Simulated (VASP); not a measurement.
Set up this calculation in VASP 6.6.1, as the native input.

```yaml
Task: single point
Functional: r2SCANh
Potentials_or_basis: VASP PAW PBE potentials, release 64 (B, P)
Cutoff: 460 eV
k_mesh: 8 × 8 × 8
Occupations: fermi-dirac, width 0.01 eV
Spin: no spin polarisation
Dipole_correction: no
Grid_for_exact_exchange_PRECFOCK: Normal
Further_INCAR_settings: ALGO = Normal; EDIFF = 1e-06; NBANDS = 11
Share_of_exact_exchange: 0.1
```

BP:

```xyz
2
Lattice="0.0000 2.2740 2.2740 2.2740 0.0000 2.2740 2.2740 2.2740 0.0000" Properties=species:S:1:pos:R:3 pbc="T T T"
B     0.0000    0.0000    0.0000
P     3.4111    3.4111    3.4111
```

These files were run (other wordings do the same):

POSCAR

```
BP
1.0
    0.0000000000      2.2740492018      2.2740492018
    2.2740492018      0.0000000000      2.2740492018
    2.2740492018      2.2740492018      0.0000000000
B P
1 1
Direct
    0.0000000000      0.0000000000      0.0000000000
    0.7499999994      0.7499999994      0.7499999994
```

INCAR.step1

```
SYSTEM = BP
ALGO = Normal ; EDIFF = 1E-5
ENCUT = 460 ; GGA = PE
GGA_COMPAT = .FALSE. ; ISIF = 2
ISMEAR = -1 ; LASPH = .TRUE.
LREAL = .FALSE. ; LWAVE = .TRUE.
NBANDS = 11 ; NELM = 120
PREC = Accurate ; SIGMA = 0.01
```

INCAR.step2

```
SYSTEM = BP
AEXX = 0.1 ; ALGO = Normal
EDIFF = 1E-6 ; ENCUT = 460
GGA_COMPAT = .FALSE. ; ISIF = 2
ISMEAR = -1 ; ISTART = 1
LASPH = .TRUE. ; LCHARG = .TRUE.
LELF = .TRUE. ; LHFCALC = .TRUE.
LMIXTAU = .TRUE. ; LREAL = .FALSE.
LVHAR = .TRUE. ; LWAVE = .FALSE.
METAGGA = R2SCAN ; NBANDS = 11
NELM = 120 ; PREC = Accurate
PRECFOCK = Normal ; SIGMA = 0.01
```

KPOINTS

```
k-points
0
G
  8 8 8
  0 0 0
```

Potentials or basis: VASP PAW PBE potentials, release 64 (B, P).

Launch:

```bash
$ cat potpaw_PBE.64/B/POTCAR potpaw_PBE.64/P/POTCAR > POTCAR
$ cp INCAR.step1 INCAR
$ mpirun -np 1 vasp_std > vasp.out
$ cp INCAR.step2 INCAR
$ mpirun -np 1 vasp_std > vasp.out
```

It gave:

- Pressure: -2.6 GPa
- Band gap on the k mesh: 2.00 eV (least direct gap 4.21 eV)

Caveat: the PAW data sets were made with another functional, which shifts forces and pressure a little.

Wall time 40 min on 1 thread of Intel Xeon 8259CL, with other jobs on the host, peak memory 0.16 GiB.
